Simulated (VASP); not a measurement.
Here is a VASP 6.6.1 calculation.

INCAR

```
SYSTEM = Ba
PREC = Accurate
ENCUT = 520
EDIFF = 1E-6
ISMEAR = 0
SIGMA = 0.1
LREAL = .FALSE.
LASPH = .TRUE.
NELM = 80
ALGO = Normal
ISIF = 2
LWAVE = .FALSE.
LCHARG = .FALSE.
GGA = PE
NBANDS = 17
```

The input KPOINTS:

```
regular mesh
0
G
  3 3 4
  0 0 0
```

POSCAR

```
Ba
1.0
    4.1224383629      0.0000000019      0.0000000000
   -2.0612191830      3.5701363468      0.0000000000
    0.0000000000      0.0000000000      7.5151409519
Ba
2
Direct
    0.0000000000      0.0000000000      0.2486740353
    0.0000000000      0.0000000000      0.7513259647
```

Potentials or basis: VASP PAW PBE potentials, release 64 (Ba_sv).

Command:

```sh
$ cat potpaw_PBE.64/Ba_sv/POTCAR > POTCAR
$ mpirun -np 1 vasp_std > vasp.out
```

Task: Predict the largest force.

Result: 0.014 eV/Å.

Task: What does it give for the band gap on the k mesh?

Result: Zero (band 10 reaches 2.43 eV, above the bottom of band 11 at 2.20 eV).

Task: What does it give for the pressure?

Result: 0.2 GPa.

Forces in eV/Å, atoms in the order of the input:
```
Ba   0.000  0.000  0.014
Ba   0.000  0.000 -0.014
```

Caveat: the k points lie up to 0.59 Å⁻¹ apart; spin-orbit coupling is left out, which moves the levels of the heavy elements.
